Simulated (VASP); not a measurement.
# Cu2Sn2Pd (P-3m1) in VASP: notebook

Cu2Sn2Pd is run at these levels: LDA; tasks: single point.

Everything below comes from runs of VASP 6.6.1. Logs are shortened: lines on timing, memory, paths and dates and some standing lists are left out, and cuts for length are marked.

### 1 The cell of the first run

The structure is trigonal, space group P-3m1 (No. 164). The conventional cell has a = 4.263 Å, b = 4.263 Å, c = 5.331 Å, α = 90.00°, β = 90.00°, γ = 120.00°. Within 3.3 Å of Cu (site symmetry 3m) lie 5 Sn at 2.51 to 2.68 Å and 3 Pd at 2.69 Å and 3 Cu at 3.27 Å. Within 3.3 Å of Sn (site symmetry 3m) lie 5 Cu at 2.51 to 2.68 Å and 3 Pd at 2.92 Å and 3 Sn at 3.29 Å. Within 3.5 Å of Pd (site symmetry -3m) lie 6 Cu at 2.69 Å and 6 Sn at 2.92 Å.

### 2 Single point, LDA

The input, INCAR:

```
PREC = Accurate
ENCUT = 520
EDIFF = 1E-6
ISMEAR = -1
SIGMA = 0.1
LREAL = False
LASPH = True
NELM = 100
ALGO = Normal
ISIF = 2
LWAVE = False
LCHARG = True
LELF = True
LVHAR = True
NBANDS = 38
```

The input, KPOINTS:

```
regular mesh
0
Gamma
  6 6 4
```

The input, POSCAR:

```
Cu2Sn2Pd
1.0
    4.2634746433      0.0000000000      0.0000000000
   -2.1317368389      3.6922776065      0.0000000000
    0.0000000000      0.0000000000      5.3312827309
Cu Sn Pd
2 2 1
Direct
    0.3333333333      0.6666666667      0.7023370000
    0.6666666667      0.3333333333      0.2976630000
    0.3333333333      0.6666666667      0.2042310000
    0.6666666667      0.3333333333      0.7957690000
    0.0000000000      0.0000000000      0.5000000000
```

Potentials or basis: VASP PAW LDA potentials, release 64 (Cu, Sn_d, Pd).

Started as:

```bash
$ cat potpaw_LDA.64/Cu/POTCAR potpaw_LDA.64/Sn_d/POTCAR potpaw_LDA.64/Pd/POTCAR > POTCAR
$ mpirun -np 1 vasp_std > vasp.out
```

OUTCAR:

```text
PREC = Accurate
   ENCUT = 520
   EDIFF = 1E-6
   ISMEAR = -1
   LREAL = False
   LASPH = True
   NELM = 100
   ISIF = 2

 ion  position               nearest neighbor table
   1  0.333  0.667  0.702-   4 2.51   4 2.51   4 2.51   3 2.66   3 2.68   5 2.69   5 2.69   5 2.69

   2  0.667  0.333  0.298-   3 2.51   3 2.51   3 2.51   4 2.66   4 2.68   5 2.69   5 2.69   5 2.69

   3  0.333  0.667  0.204-   2 2.51   2 2.51   2 2.51   1 2.66   1 2.68   5 2.92   5 2.92   5 2.92
                             4 3.29   4 3.29   4 3.29
   4  0.667  0.333  0.796-   1 2.51   1 2.51   1 2.51   2 2.66   2 2.68   5 2.92   5 2.92   5 2.92
                             3 3.29   3 3.29   3 3.29
   5  0.000  0.000  0.500-   1 2.69   2 2.69   1 2.69   2 2.69   2 2.69   1 2.69   3 2.92   4 2.92
                             4 2.92   3 2.92   4 2.92   3 2.92

  LATTYP: Found a hexagonal cell.
 ALAT       =     4.2634746433
 C/A-ratio  =     1.2504548935

  Lattice vectors:

 A1 = (   4.2634746433,   0.0000000000,   0.0000000000)
 A2 = (  -2.1317368389,   3.6922776065,   0.0000000000)
 A3 = (   0.0000000000,   0.0000000000,   5.3312827309)

Analysis of symmetry for initial positions (statically):
=====================================================================
 Subroutine PRICEL returns:
 Original cell was already a primitive cell.

 Routine SETGRP: Setting up the symmetry group for a
 hexagonal supercell.

 Subroutine GETGRP returns: Found 12 space group operations
 (whereof 12 operations were pure point group operations)
 out of a pool of 24 trial point group operations.

The static configuration has the point symmetry D_3d.

Analysis of symmetry for dynamics (positions and initial velocities):
=====================================================================
 Subroutine PRICEL returns:
 Original cell was already a primitive cell.

 Routine SETGRP: Setting up the symmetry group for a
 hexagonal supercell.

 Subroutine GETGRP returns: Found 12 space group operations
 (whereof 12 operations were pure point group operations)
 out of a pool of 24 trial point group operations.

The dynamic configuration has the point symmetry D_3d.

 Subroutine INISYM returns: Found 12 space group operations
 (whereof 12 operations are pure point group operations),
 and found     1 'primitive' translations

----------------------------------------------------------------------------------------

                                     Primitive cell

  volume of cell :      83.9247

  direct lattice vectors                    reciprocal lattice vectors
     4.263474643  0.000000000  0.000000000     0.234550474  0.135417739  0.000000000
    -2.131736839  3.692277606  0.000000000     0.000000000  0.270835540  0.000000000
     0.000000000  0.000000000  5.331282731     0.000000000  0.000000000  0.187572119

[... 94 lines left out ...]
   ISIF   =      2    stress and relaxation
   ISYM   =      2    0-nonsym 1-usesym 2-fastsym
   POTIM  = 0.5000    time-step for ionic-motion
   TEBEG  =    0.0;   TEEND  =   0.0 temperature during run
   PSTRESS=    0.0 pullay stress
   NELECT =      60.0000    total number of electrons
   NUPDOWN=      -1.0000    fix difference up-down
   EMIN   =  10.00;   EMAX   =-10.00  energy-range for DOS
   EFERMI =   0.00;   METHOD = LEGACY
   ISMEAR =    -1;   SIGMA  =   0.10  broadening in eV -4-tet -1-fermi 0-gaus
   EFERMI_NEDOS =   21; number of points for ismear=-14 and -15
   IALGO  =     38    algorithm
   IMIX   =      4    mixing-type and parameters
     AMIX     =   0.40;   BMIX     =  1.00
     AMIX_MAG =   1.60;   BMIX_MAG =  1.00
  volume/ion in A,a.u.               =      16.78       113.27
  Fermi-wavevector in a.u.,A,eV,Ry     =   1.463846  2.766267 29.155170  2.142845
  Thomas-Fermi vector in A             =   2.579892
   LORBIT       =      0    0 simple, 1 ext, 2 COOP (PROOUT), +10 PAW based schemes
   GGA     = CA    functional components
   LHFCALC =     F    Hartree Fock is set to
   AEXX    =    0.0000 exact exchange contribution
   IVDW    =     0    specifies the selected vdW correction
   LEPSILON=     F    determine dielectric tensor
   LRPA    =     F    only Hartree local field effects (RPA)
 non-spin polarized calculation
  energy-cutoff  :      520.00
  volume of cell :       83.92
 maximum number of plane-waves:      2277
   NGX = 15   NGY = 15   NGZ = 19

 number of electron      59.9999995 magnetization

 Free energy of the ion-electron system (eV)
  ---------------------------------------------------
  ext. energy  EPLUGINS =         0.00000000
  ---------------------------------------------------
  free energy    TOTEN  =       -25.44099046 eV

  energy without entropy =      -25.36762160  energy(sigma->0) =      -25.40430603

 E-fermi :   9.4265     XC(G=0): -12.1705

 val. band max:        9.4110133636   @ k =   0.3333   0.0000   0.5000
 cond. band min:       9.4799814052   @ k =   0.0000   0.3333   0.2500
 fundamental gap:      0.0689680417
 Fermi energy:         9.4265201479

 k-point     1 :       0.0000    0.0000    0.0000
  band No.  band energies     occupation
      1     -12.1570      2.00000
      2     -12.1376      2.00000
      3     -12.1376      2.00000
      4     -12.0963      2.00000
      5     -12.0963      2.00000
      6     -12.0836      2.00000
[... 973 lines left out ...]
     37      17.0229      0.00000
     38      17.0244      0.00000

------------------------ aborting loop because EDIFF is reached ----------------------------------------

  FORCE on cell =-STRESS in cart. coord.  units (eV):
  Direction    XX          YY          ZZ          XY          YZ          ZX
  --------------------------------------------------------------------------------------
  -------------------------------------------------------------------------------------
  Total        1.0046529      1.0046530      1.2544614      0.0000001      0.0000000     -0.0000000
  in kB       19.1794823     19.1794850     23.9484893      0.0000025      0.0000000     -0.0000000
  external PRESSURE =      20.7691522 kB  Pullay stress =       0.0000000 kB

 VOLUME and BASIS-vectors are now :
 -----------------------------------------------------------------------------
  energy-cutoff  :      520.00
  volume of cell :       83.92
      direct lattice vectors                 reciprocal lattice vectors
     4.263474643  0.000000000  0.000000000     0.234550474  0.135417739  0.000000000
    -2.131736839  3.692277606  0.000000000     0.000000000  0.270835540  0.000000000
     0.000000000  0.000000000  5.331282731     0.000000000  0.000000000  0.187572119

 POSITION                                       TOTAL-FORCE (eV/Angst)
 -----------------------------------------------------------------------------------
      0.00000      2.46152      3.74436        -0.000000      0.000000     -0.097252
      2.13174      1.23076      1.58693         0.000000      0.000000      0.097252
      0.00000      2.46152      1.08881        -0.000000      0.000000     -0.203894
      2.13174      1.23076      4.24247         0.000000     -0.000000      0.203894
      0.00000      0.00000      2.66564         0.000000      0.000000      0.000000
 -----------------------------------------------------------------------------------
    total drift:                               -0.000000      0.000000      0.000000

  FREE ENERGIE OF THE ION-ELECTRON SYSTEM (eV)
  ---------------------------------------------------
  free  energy   TOTEN  =       -25.4409904582 eV

  energy  without entropy=      -25.3676216023  energy(sigma->0) =      -25.40430603
```

OSZICAR:

```text
N       E                     dE             d eps       ncg     rms          rms(c)
DAV:   1     0.623259604976E+03    0.62326E+03   -0.27890E+04  1900   0.267E+03
DAV:   2     0.731444192072E+02   -0.55012E+03   -0.52882E+03  1824   0.616E+02
DAV:   3    -0.235181105996E+02   -0.96663E+02   -0.92941E+02  1944   0.231E+02
DAV:   4    -0.281960957747E+02   -0.46780E+01   -0.46394E+01  2276   0.586E+01
DAV:   5    -0.283986770908E+02   -0.20258E+00   -0.20253E+00  2724   0.124E+01    0.167E+01
DAV:   6    -0.295349298826E+02   -0.11363E+01   -0.57504E+01  2402   0.164E+02    0.125E+01
DAV:   7    -0.255464758843E+02    0.39885E+01   -0.15098E+01  2388   0.779E+01    0.322E+00
DAV:   8    -0.254686951495E+02    0.77781E-01   -0.14357E+00  2688   0.129E+01    0.208E+00
DAV:   9    -0.254689404040E+02   -0.24525E-03   -0.18866E-01  2684   0.727E+00    0.130E+00
DAV:  10    -0.254406850606E+02    0.28255E-01   -0.10883E-01  2266   0.831E+00    0.288E-01
DAV:  11    -0.254414916464E+02   -0.80659E-03   -0.10572E-02  2656   0.122E+00    0.190E-01
DAV:  12    -0.254409819378E+02    0.50971E-03   -0.23957E-03  2364   0.104E+00    0.521E-02
DAV:  13    -0.254409908252E+02   -0.88874E-05   -0.24819E-04  2390   0.118E-01    0.131E-02
DAV:  14    -0.254409905381E+02    0.28718E-06   -0.18213E-05  2382   0.814E-02    0.720E-03
DAV:  15    -0.254409904582E+02    0.79885E-07   -0.14797E-06  1334   0.145E-02
   1 F= -.25440990E+02 E0= -.25404306E+02  d E =-.733689E-01
```

Wall time 28 s (1 thread of Intel Xeon 6975P-C (Granite Rapids), shared host); peak memory 0.21 GiB.

What came out:

```yaml
Free_energy: -25.4410 eV
Pressure: 2.1 GPa
Largest_force: 0.204 eV/Å
Band_gap_on_the_k_mesh: zero (band 30 reaches 10.91 eV, above the bottom of band 31 at 7.52 eV)
```

Forces in eV/Å, atoms in the order of the input:
```
Cu   0.000  0.000 -0.097
Cu   0.000  0.000  0.097
Sn   0.000  0.000 -0.204
Sn   0.000  0.000  0.204
Pd   0.000  0.000  0.000
```

Stress tensor (GPa, compression positive):
```
1.92 0.00 0.00
0.00 1.92 0.00
0.00 0.00 2.39
```

Levels at points of the mesh, in eV from the Fermi level:
```
           k point  band 27  band 28  band 29  band 30  band 31  band 32  band 33  band 34
(0.00, 0.00, 0.00)    -2.45    -1.90     1.22     1.48     1.48     2.87     2.87     3.59
(0.50, 0.00, 0.00)    -2.50    -2.48    -2.46    -1.38    -0.38    -0.19     2.85     3.53
(0.00, 0.00, 0.50)    -2.45     0.95     1.27     1.27     1.58     3.16     3.35     3.35
(0.50, 0.00, 0.50)    -2.55    -2.31    -2.04    -0.83     0.85     1.40     2.87     4.71
```

Caveat: spin-orbit coupling is left out, which moves the levels of the heavy elements.

### 3 Single point, LDA

This run uses another cell than the first one, of 17.25 Å³/atom, 1.028 times its volume.

The input, INCAR:

```
SYSTEM = Cu2Sn2Pd
PREC = Accurate
ENCUT = 520
EDIFF = 1E-6
ISMEAR = -1
SIGMA = 0.1
LREAL = .False.
LASPH = .True.
NELM = 60
ALGO = Normal
ISIF = 2
LWAVE = .False.
LCHARG = .True.
GGA = CA
LELF = .True.
LVHAR = .True.
NBANDS = 38
```

The input, KPOINTS:

```
regular mesh
0
Gamma
  6 6 4
  0 0 0
```

POSCAR, as its differences from that of step 2:

```diff
@@ -2,5 +2,5 @@
 1.0
-    4.2634746433      0.0000000000      0.0000000000
-   -2.1317368389      3.6922776065      0.0000000000
-    0.0000000000      0.0000000000      5.3312827309
+    4.3025912746      0.0000000000      0.0000000000
+   -2.1512951501      3.7261536053      0.0000000000
+    0.0000000000      0.0000000000      5.3801963139
 Cu Sn Pd
```

Potentials or basis: VASP PAW LDA potentials, release 64 (Cu, Sn_d, Pd).

Started as:

```bash
$ cat potpaw_LDA.64/Cu/POTCAR potpaw_LDA.64/Sn_d/POTCAR potpaw_LDA.64/Pd/POTCAR > POTCAR
$ mpirun -np 1 vasp_std > vasp.out
```

Run time: 28 s. Hardware: 1 thread of Intel Xeon 6975P-C (Granite Rapids), shared host; peak memory 0.21 GiB.

The run converged. Its results:

```yaml
Free_energy: -25.4477 eV
Pressure: -1.2 GPa
Largest_force: 0.118 eV/Å
Band_gap_on_the_k_mesh: zero (band 30 reaches 10.47 eV, above the bottom of band 31 at 7.17 eV)
```

Forces on the atoms (eV/Å):
```
Cu   0.000  0.000 -0.118
Cu   0.000  0.000  0.118
Sn   0.000  0.000 -0.082
Sn   0.000  0.000  0.082
Pd   0.000  0.000  0.000
```

Stress tensor (GPa, compression positive):
```
-1.58  0.00  0.00
 0.00 -1.58  0.00
 0.00  0.00 -0.58
```

Levels at points of the mesh, in eV from the Fermi level:
| k point | band 28 | band 29 | band 30 | band 31 | band 32 | band 33 |
| --- | --- | --- | --- | --- | --- | --- |
| (0.00, 0.00, 0.00) | -1.84 | 1.12 | 1.45 | 1.45 | 2.83 | 2.83 |
| (0.50, 0.00, 0.00) | -2.38 | -2.38 | -1.36 | -0.43 | -0.18 | 2.79 |
| (0.00, 0.00, 0.50) | 0.80 | 1.26 | 1.26 | 1.51 | 3.10 | 3.26 |
| (0.50, 0.00, 0.50) | -2.24 | -1.99 | -0.78 | 0.84 | 1.37 | 2.76 |

Caveat: spin-orbit coupling is left out, which moves the levels of the heavy elements.

### 4 Single point, LDA

This run uses another cell than the first one, of 17.72 Å³/atom, 1.056 times its volume.

The input, INCAR:

```
SYSTEM = Cu2Sn2Pd
PREC = Accurate ; ENCUT = 520
EDIFF = 1E-7 ; ISMEAR = -1
SIGMA = 0.1 ; LREAL = .False.
LASPH = .True. ; NELM = 60
ALGO = Normal ; ISIF = 2
LWAVE = .False. ; LCHARG = .True.
LELF = .True. ; LVHAR = .True.
NBANDS = 38
```

The input, KPOINTS:

```
Automatic mesh
0
Gamma
  6 6 4
  0 0 0
```

POSCAR, as its differences from that of step 3:

```diff
@@ -2,5 +2,5 @@
 1.0
-    4.3025912746      0.0000000000      0.0000000000
-   -2.1512951501      3.7261536053      0.0000000000
-    0.0000000000      0.0000000000      5.3801963139
+    4.3410093009      0.0000000000      0.0000000000
+   -2.1705041589      3.7594245943      0.0000000000
+    0.0000000000      0.0000000000      5.4282363229
 Cu Sn Pd
```

Started as:

```bash
$ cat potpaw_LDA.64/Cu/POTCAR potpaw_LDA.64/Sn_d/POTCAR potpaw_LDA.64/Pd/POTCAR > POTCAR
$ mpirun -np 1 vasp_std > vasp.out
```

Wall time 30 s (1 thread of Intel Xeon 6975P-C (Granite Rapids), shared host); peak memory 0.21 GiB.

It converged, with:

- Free energy: -25.4104 eV
- Pressure: -4.0 GPa
- Largest force: 0.137 eV/Å
- Band gap on the k mesh: zero (band 30 reaches 10.06 eV, above the bottom of band 31 at 6.84 eV)

Forces in eV/Å, atoms in the order of the input:
```
Cu   0.000  0.000 -0.137
Cu   0.000  0.000  0.137
Sn   0.000  0.000  0.027
Sn   0.000  0.000 -0.027
Pd   0.000  0.000  0.000
```

Stress tensor (GPa, compression positive):
```
-4.47  0.00  0.00
 0.00 -4.47  0.00
 0.00  0.00 -3.01
```

Levels at points of the mesh, in eV from the Fermi level:
| k point | band 28 | band 29 | band 30 | band 31 | band 32 | band 33 |
| --- | --- | --- | --- | --- | --- | --- |
| (0.00, 0.00, 0.00) | -1.77 | 1.03 | 1.42 | 1.42 | 2.79 | 2.79 |
| (0.50, 0.00, 0.00) | -2.30 | -2.28 | -1.34 | -0.47 | -0.17 | 2.73 |
| (0.00, 0.00, 0.50) | 0.67 | 1.25 | 1.25 | 1.46 | 3.04 | 3.18 |
| (0.50, 0.00, 0.50) | -2.17 | -1.93 | -0.72 | 0.83 | 1.35 | 2.67 |

Caveat: spin-orbit coupling is left out, which moves the levels of the heavy elements.

### 5 Single point, LDA

This run uses another cell than the first one, of 18.18 Å³/atom, 1.083 times its volume.

The input, INCAR:

```
SYSTEM = Cu2Sn2Pd
ALGO = Normal ; EDIFF = 1E-6
ENCUT = 520 ; ISIF = 2
ISMEAR = -1 ; LASPH = .True.
LCHARG = .False. ; LREAL = .False.
LWAVE = .False. ; NBANDS = 38
NELM = 80 ; PREC = Accurate
SIGMA = 0.1
```

The input, KPOINTS:

```
k-points
0
Gamma
  6 6 4
  0 0 0
```

POSCAR, as its differences from that of step 4:

```diff
@@ -2,5 +2,5 @@
 1.0
-    4.3410093009      0.0000000000      0.0000000000
-   -2.1705041589      3.7594245943      0.0000000000
-    0.0000000000      0.0000000000      5.4282363229
+    4.3787591027      0.0000000000      0.0000000000
+   -2.1893790555      3.7921168839      0.0000000000
+    0.0000000000      0.0000000000      5.4754407473
 Cu Sn Pd
```

Potentials or basis: VASP PAW LDA potentials, release 64 (Cu, Sn_d, Pd).

Started as:

```bash
$ cat potpaw_LDA.64/Cu/POTCAR potpaw_LDA.64/Sn_d/POTCAR potpaw_LDA.64/Pd/POTCAR > POTCAR
$ mpirun -np 1 vasp_std > vasp.out
```

OUTCAR:

```text
SYSTEM = Cu2Sn2Pd
   EDIFF = 1E-6
   ENCUT = 520
   ISIF = 2
   ISMEAR = -1
   LASPH = .True.
   LREAL = .False.
   NELM = 80
   PREC = Accurate

 ion  position               nearest neighbor table
   1  0.333  0.667  0.702-   4 2.58   4 2.58   4 2.58   3 2.73   3 2.75   5 2.76   5 2.76   5 2.76

   2  0.667  0.333  0.298-   3 2.58   3 2.58   3 2.58   4 2.73   4 2.75   5 2.76   5 2.76   5 2.76

   3  0.333  0.667  0.204-   2 2.58   2 2.58   2 2.58   1 2.73   1 2.75   5 3.00   5 3.00   5 3.00
                             4 3.38   4 3.38   4 3.38
   4  0.667  0.333  0.796-   1 2.58   1 2.58   1 2.58   2 2.73   2 2.75   5 3.00   5 3.00   5 3.00
                             3 3.38   3 3.38   3 3.38
[... 1188 lines left out ...]
  -------------------------------------------------------------------------------------
  Total       -3.9443615     -3.9443620     -2.8977986     -0.0000005      0.0000000     -0.0000000
  in kB      -69.5081036    -69.5081133    -51.0654223     -0.0000091      0.0000000     -0.0000000
  external PRESSURE =     -63.3605464 kB  Pullay stress =       0.0000000 kB

 VOLUME and BASIS-vectors are now :
 -----------------------------------------------------------------------------
  energy-cutoff  :      520.00
  volume of cell :       90.92
      direct lattice vectors                 reciprocal lattice vectors
     4.378759103  0.000000000  0.000000000     0.228375203  0.131852446  0.000000000
    -2.189379055  3.792116884  0.000000000     0.000000000  0.263704952  0.000000000
     0.000000000  0.000000000  5.475440747     0.000000000  0.000000000  0.182633699

 POSITION                                       TOTAL-FORCE (eV/Angst)
 -----------------------------------------------------------------------------------
      0.00000      2.52808      3.84560        -0.000000      0.000000     -0.155166
      2.18938      1.26404      1.62984         0.000000      0.000000      0.155166
      0.00000      2.52808      1.11825        -0.000000      0.000000      0.123940
      2.18938      1.26404      4.35719         0.000000     -0.000000     -0.123940
      0.00000      0.00000      2.73772         0.000000      0.000000     -0.000000
 -----------------------------------------------------------------------------------
    total drift:                                0.000000     -0.000000      0.000000

  FREE ENERGIE OF THE ION-ELECTRON SYSTEM (eV)
  ---------------------------------------------------
  free  energy   TOTEN  =       -25.3360157357 eV

  energy  without entropy=      -25.2557792318  energy(sigma->0) =      -25.29589748
```

OSZICAR:

```text
N       E                     dE             d eps       ncg     rms          rms(c)
DAV:   1     0.604427492254E+03    0.60443E+03   -0.28142E+04  1878   0.257E+03
DAV:   2     0.653005550685E+02   -0.53913E+03   -0.51922E+03  1824   0.591E+02
DAV:   3    -0.238856015170E+02   -0.89186E+02   -0.85725E+02  1962   0.223E+02
DAV:   4    -0.279948231813E+02   -0.41092E+01   -0.40735E+01  2258   0.547E+01
DAV:   5    -0.281833166539E+02   -0.18849E+00   -0.18846E+00  2724   0.119E+01    0.162E+01
DAV:   6    -0.299816282015E+02   -0.17983E+01   -0.60741E+01  2386   0.165E+02    0.132E+01
DAV:   7    -0.254992371461E+02    0.44824E+01   -0.16182E+01  2360   0.749E+01    0.331E+00
DAV:   8    -0.253626686476E+02    0.13657E+00   -0.15030E+00  2676   0.136E+01    0.181E+00
DAV:   9    -0.253826104786E+02   -0.19942E-01   -0.37741E-01  2636   0.127E+01    0.171E+00
DAV:  10    -0.253352009279E+02    0.47410E-01   -0.21140E-01  2278   0.111E+01    0.278E-01
DAV:  11    -0.253365499932E+02   -0.13491E-02   -0.14440E-02  2664   0.153E+00    0.216E-01
DAV:  12    -0.253360166330E+02    0.53336E-03   -0.23138E-03  2498   0.101E+00    0.707E-02
DAV:  13    -0.253360141619E+02    0.24711E-05   -0.28144E-04  2434   0.140E-01    0.101E-02
DAV:  14    -0.253360165755E+02   -0.24136E-05   -0.15064E-05  2374   0.458E-02    0.788E-03
DAV:  15    -0.253360157357E+02    0.83982E-06   -0.41516E-06  1800   0.510E-02
   1 F= -.25336016E+02 E0= -.25295897E+02  d E =-.802365E-01
```

It took 35 s on 1 thread of Intel Xeon 6975P-C (Granite Rapids), shared host; peak memory 0.23 GiB.

Results:

| Quantity | Value |
| --- | --- |
| Free energy | -25.3360 eV |
| Pressure | -6.3 GPa |
| Largest force | 0.155 eV/Å |
| Band gap on the k mesh | zero (band 30 reaches 9.67 eV, above the bottom of band 31 at 6.53 eV) |

Forces on the atoms (eV/Å):
```
Cu   0.000  0.000 -0.155
Cu   0.000  0.000  0.155
Sn   0.000  0.000  0.124
Sn   0.000  0.000 -0.124
Pd   0.000  0.000  0.000
```

Caveat: spin-orbit coupling is left out, which moves the levels of the heavy elements.

(Part 1 of 2 ends here.)
